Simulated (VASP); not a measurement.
# Cr (Im-3m) in VASP: further runs

The runs below take Cr through single point, with LDA.

Program: VASP 6.6.1. These are calculated values, not measurements. Logs are shortened: lines on timing, memory, paths and dates and some standing lists are left out, and cuts for length are marked.

### 1 The cell of the first run

The structure is cubic, space group Im-3m (No. 229). Conventional cell: a = 2.788 Å, b = 2.788 Å, c = 2.788 Å, α = 90.00°, β = 90.00°, γ = 90.00°. Cr (site symmetry m-3m) has 14 Cr at 2.41 to 2.79 Å within 3.2 Å.

### 2 Single point, LDA, collinear spin, ferromagnetic start

Input file INCAR:

```
SYSTEM = Cr
ALGO = Normal
EDIFF = 1E-6
ENCUT = 520
GGA = CA
ISIF = 2
ISMEAR = -1
ISPIN = 2
LASPH = .True.
LCHARG = .True.
LELF = .True.
LMAXMIX = 4
LORBIT = 11
LREAL = .False.
LVHAR = .True.
LWAVE = .False.
MAGMOM = 1.5
NBANDS = 16
NELM = 150
PREC = Accurate
SIGMA = 0.6
```

Input file KPOINTS:

```
k-points
0
Gamma
  16 16 16
  0 0 0
```

Input file POSCAR:

```
Cr
1.0
   -1.3938676992      1.3938676992      1.3938676992
    1.3938676992     -1.3938676992      1.3938676992
    1.3938676992      1.3938676992     -1.3938676992
Cr
1
Direct
    0.0000000000      0.0000000000      0.0000000000
```

Potentials or basis: VASP PAW LDA potentials, release 64 (Cr_pv).

On the command line:

```sh
> cat potpaw_LDA.64/Cr_pv/POTCAR > POTCAR
> mpirun -np 1 vasp_std > vasp.out
```

OUTCAR:

```text
SYSTEM = Cr
   EDIFF = 1E-6
   ENCUT = 520
   GGA = CA
   ISIF = 2
   ISMEAR = -1
   ISPIN = 2
   LASPH = .True.
   LORBIT = 11
   LREAL = .False.
   NELM = 150
   PREC = Accurate

 ion  position               nearest neighbor table
   1  0.000  0.000  0.000-

  LATTYP: Found a body centered cubic cell.
 ALAT       =     2.7877353984

  Lattice vectors:

 A1 = (  -1.3938676992,   1.3938676992,   1.3938676992)
 A2 = (   1.3938676992,  -1.3938676992,   1.3938676992)
 A3 = (   1.3938676992,   1.3938676992,  -1.3938676992)

Analysis of symmetry for initial positions (statically):
=====================================================================
 Subroutine PRICEL returns:
 Original cell was already a primitive cell.

 Routine SETGRP: Setting up the symmetry group for a
 body centered cubic supercell.

 Subroutine GETGRP returns: Found 48 space group operations
 (whereof 48 operations were pure point group operations)
 out of a pool of 48 trial point group operations.

The static configuration has the point symmetry O_h .

Analysis of symmetry for dynamics (positions and initial velocities):
=====================================================================
 Subroutine PRICEL returns:
 Original cell was already a primitive cell.

 Routine SETGRP: Setting up the symmetry group for a
 body centered cubic supercell.

 Subroutine GETGRP returns: Found 48 space group operations
 (whereof 48 operations were pure point group operations)
 out of a pool of 48 trial point group operations.

The dynamic configuration has the point symmetry O_h .

Analysis of structural, dynamic, and magnetic symmetry:
=====================================================================
 Subroutine PRICEL returns:
 Original cell was already a primitive cell.

 Routine SETGRP: Setting up the symmetry group for a
 body centered cubic supercell.

 Subroutine GETGRP returns: Found 48 space group operations
 (whereof 48 operations were pure point group operations)
 out of a pool of 48 trial point group operations.

The overall configuration has the point symmetry O_h .

 Subroutine INISYM returns: Found 48 space group operations
 (whereof 48 operations are pure point group operations),
 and found     1 'primitive' translations

----------------------------------------------------------------------------------------

                                     Primitive cell

  volume of cell :      10.8324

  direct lattice vectors                    reciprocal lattice vectors
[... 97 lines left out ...]
   NUPDOWN=      -1.0000    fix difference up-down
   EMIN   =  10.00;   EMAX   =-10.00  energy-range for DOS
   EFERMI =   0.00;   METHOD = LEGACY
   ISMEAR =    -1;   SIGMA  =   0.60  broadening in eV -4-tet -1-fermi 0-gaus
   EFERMI_NEDOS =   21; number of points for ismear=-14 and -15
   IALGO  =     38    algorithm
   IMIX   =      4    mixing-type and parameters
     AMIX     =   0.40;   BMIX     =  1.00
     AMIX_MAG =   1.60;   BMIX_MAG =  1.00
  volume/ion in A,a.u.               =      10.83        73.10
  Fermi-wavevector in a.u.,A,eV,Ry     =   1.693923  3.201051 39.040224  2.869376
  Thomas-Fermi vector in A             =   2.775241
   LORBIT       =     11    0 simple, 1 ext, 2 COOP (PROOUT), +10 PAW based schemes
   GGA     = CA    functional components
   LHFCALC =     F    Hartree Fock is set to
   AEXX    =    0.0000 exact exchange contribution
   IVDW    =     0    specifies the selected vdW correction
   LEPSILON=     F    determine dielectric tensor
   LRPA    =     F    only Hartree local field effects (RPA)
 spin polarized calculation
  energy-cutoff  :      520.00
  volume of cell :       10.83
 maximum number of plane-waves:       321
 NGX is ok and might be reduce to    18
   NGX =  9   NGY =  9   NGZ =  9

 number of electron      12.0000010 magnetization       0.0001206

 number of electron      12.0000010 magnetization      -0.0000767

 Free energy of the ion-electron system (eV)
  ---------------------------------------------------
  ext. energy  EPLUGINS =         0.00000000
  ---------------------------------------------------
  free energy    TOTEN  =       -11.24381748 eV

  energy without entropy =       -9.82015942  energy(sigma->0) =      -10.53198845

 E-fermi :  11.7026     XC(G=0): -14.3634

 val. band max:       11.6936397554   @ k =  -0.3125   0.3750   0.2500
 cond. band min:      11.7467129691   @ k =   0.3750   0.0625  -0.0000
 fundamental gap:      0.0530732136
 Fermi energy:        11.7026493718

 spin component 1

 k-point     1 :       0.0000    0.0000    0.0000
  band No.  band energies     occupation
      1     -30.2552      1.00000
      2     -30.2552      1.00000
      3     -30.2552      1.00000
      4       3.7434      1.00000
      5      10.9023      0.79149
      6      10.9023      0.79149
[... 435 lines left out ...]
      5       9.4389      0.97753
      6      10.1414      0.93100
[... 8 lines left out ...]
     15      42.4106      0.00000
     16      46.9323      0.00000

 [... further k-points ...]

 spin component 2

 k-point     1 :       0.0000    0.0000    0.0000
  band No.  band energies     occupation
      1     -30.2552      1.00000
      2     -30.2552      1.00000
      3     -30.2552      1.00000
      4       3.7434      1.00000
      5      10.9022      0.79151
      6      10.9022      0.79151
[... 435 lines left out ...]
      5       9.4388      0.97753
      6      10.1413      0.93100
[... 8 lines left out ...]
     15      42.4106      0.00000
     16      46.9322      0.00000

 [... further k-points ...]
[... 5 lines left out ...]
  --------------------------------------------------------------------------------------
  -------------------------------------------------------------------------------------
  Total        0.9535735      0.9535735      0.9535735     -0.0000000     -0.0000000      0.0000000
  in kB      141.0392801    141.0392801    141.0392801     -0.0000000     -0.0000000      0.0000000
  external PRESSURE =     141.0392801 kB  Pullay stress =       0.0000000 kB

 VOLUME and BASIS-vectors are now :
 -----------------------------------------------------------------------------
  energy-cutoff  :      520.00
  volume of cell :       10.83
      direct lattice vectors                 reciprocal lattice vectors
    -1.393867699  1.393867699  1.393867699     0.000000000  0.358714102  0.358714102
     1.393867699 -1.393867699  1.393867699     0.358714102  0.000000000  0.358714102
     1.393867699  1.393867699 -1.393867699     0.358714102  0.358714102  0.000000000

 POSITION                                       TOTAL-FORCE (eV/Angst)
 -----------------------------------------------------------------------------------
      0.00000      0.00000      0.00000        -0.000000      0.000000     -0.000000
 -----------------------------------------------------------------------------------
    total drift:                                0.000000      0.000000      0.000000

  FREE ENERGIE OF THE ION-ELECTRON SYSTEM (eV)
  ---------------------------------------------------
  free  energy   TOTEN  =       -11.2438174750 eV

  energy  without entropy=       -9.8201594208  energy(sigma->0) =      -10.53198845

 total charge

# of ion       s       p       d       tot
------------------------------------------
    1        0.449   6.424   4.348  11.220

 magnetization (x)

# of ion       s       p       d       tot
------------------------------------------
    1       -0.000  -0.000  -0.000  -0.000
```

OSZICAR:

```text
N       E                     dE             d eps       ncg     rms          rms(c)
DAV:   1     0.777505173849E+02    0.77751E+02   -0.60771E+03  9552   0.861E+02
DAV:   2    -0.108924214198E+02   -0.88643E+02   -0.83718E+02 10072   0.248E+02
DAV:   3    -0.123806120513E+02   -0.14882E+01   -0.14855E+01 10536   0.354E+01
DAV:   4    -0.123852858535E+02   -0.46738E-02   -0.46737E-02 10664   0.196E+00
DAV:   5    -0.123853155915E+02   -0.29738E-04   -0.29737E-04 10656   0.141E-01    0.132E+01
DAV:   6    -0.112789113754E+02    0.11064E+01   -0.16837E+00  9480   0.242E+01    0.152E+00
DAV:   7    -0.112561462064E+02    0.22765E-01   -0.35998E-02  9560   0.227E+00    0.932E-01
DAV:   8    -0.112460123379E+02    0.10134E-01   -0.21407E-03 10992   0.483E-01    0.597E-01
DAV:   9    -0.112437685200E+02    0.22438E-02   -0.11096E-03 10120   0.406E-01    0.660E-02
DAV:  10    -0.112438057987E+02   -0.37279E-04   -0.45104E-05 10440   0.633E-02    0.208E-02
DAV:  11    -0.112438138443E+02   -0.80457E-05   -0.11801E-06  9784   0.130E-02    0.109E-02
DAV:  12    -0.112438174318E+02   -0.35874E-05   -0.44161E-07  7744   0.622E-03    0.225E-03
DAV:  13    -0.112438174750E+02   -0.43247E-07   -0.45793E-08  4688   0.208E-03
   1 F= -.11243817E+02 E0= -.10531988E+02  d E =-.142366E+01  mag=    -0.0000
```

Wall time 66 s (1 thread of Intel Xeon 8259CL, shared host); peak memory 0.15 GiB.

Results:

| Property | Result |
| --- | --- |
| Free energy | -11.2438 eV |
| Pressure | 14.1 GPa |
| Band gap on the k mesh | zero (filled and empty bands overlap) |
| Net moment | 0.00 μB per cell |
| Valence electrons inside the program's atomic spheres | Cr 11.22 |

Caveat: the cell stands under pressure; so wide a smearing shifts energies and pressures; an empty level that is flat over the whole mesh can mark a ghost state of the potentials, or a narrow d or f band.

### 3 Single point, LDA, collinear spin, ferromagnetic start

Input file INCAR:

```
ALGO = Normal
EDIFF = 1E-6
ENCUT = 520
ISIF = 2
ISMEAR = -1
ISPIN = 2
LASPH = True
LCHARG = False
LMAXMIX = 4
LORBIT = 11
LREAL = False
LWAVE = False
MAGMOM = 1.5
NBANDS = 16
NELM = 150
PREC = Accurate
SIGMA = 1.0
```

Input file KPOINTS:

```
k-points
0
Gamma
  16 16 16
```

POSCAR is that of step 2.

Potentials or basis: VASP PAW LDA potentials, release 64 (Cr_pv).

On the command line:

```sh
> cat potpaw_LDA.64/Cr_pv/POTCAR > POTCAR
> mpirun -np 1 vasp_std > vasp.out
```

Wall time 63 s (1 thread of Intel Xeon 8259CL, shared host); peak memory 0.15 GiB.

The run converged. Its results:

* Free energy: -12.5357 eV
* Pressure: 37.1 GPa
* Band gap on the k mesh: zero (filled and empty bands overlap)
* Net moment: 0.00 μB per cell
* Valence electrons inside the program's atomic spheres: Cr 11.29

Levels at points of the mesh, in eV from the Fermi level:
Spin up:
```
           k point  band 4  band 5  band 6  band 7  band 8  band 9
(0.00, 0.00, 0.00)   -8.11   -0.74   -0.74   -0.74    1.53    1.53
(0.50, 0.00, 0.00)   -4.69   -2.50    1.31    1.56    1.93    3.53
(0.50, 0.50, 0.50)   -4.64   -4.64    3.08    3.08    3.08    6.00
```
Spin down:
| k point | band 3 | band 4 | band 5 | band 6 | band 7 | band 8 | band 9 | band 10 |
| --- | --- | --- | --- | --- | --- | --- | --- | --- |
| (0.00, 0.00, 0.00) | -41.80 | -8.11 | -0.74 | -0.74 | -0.74 | 1.53 | 1.53 | 6.00 |
| (0.50, 0.00, 0.00) | -41.81 | -4.69 | -2.50 | 1.31 | 1.56 | 1.93 | 3.53 | 6.00 |
| (0.50, 0.50, 0.50) | -42.60 | -4.64 | -4.64 | 3.08 | 3.08 | 3.08 | 6.00 | 11.15 |

Caveat: the cell stands under pressure; so wide a smearing shifts energies and pressures; an empty level that is flat over the whole mesh can mark a ghost state of the potentials, or a narrow d or f band.
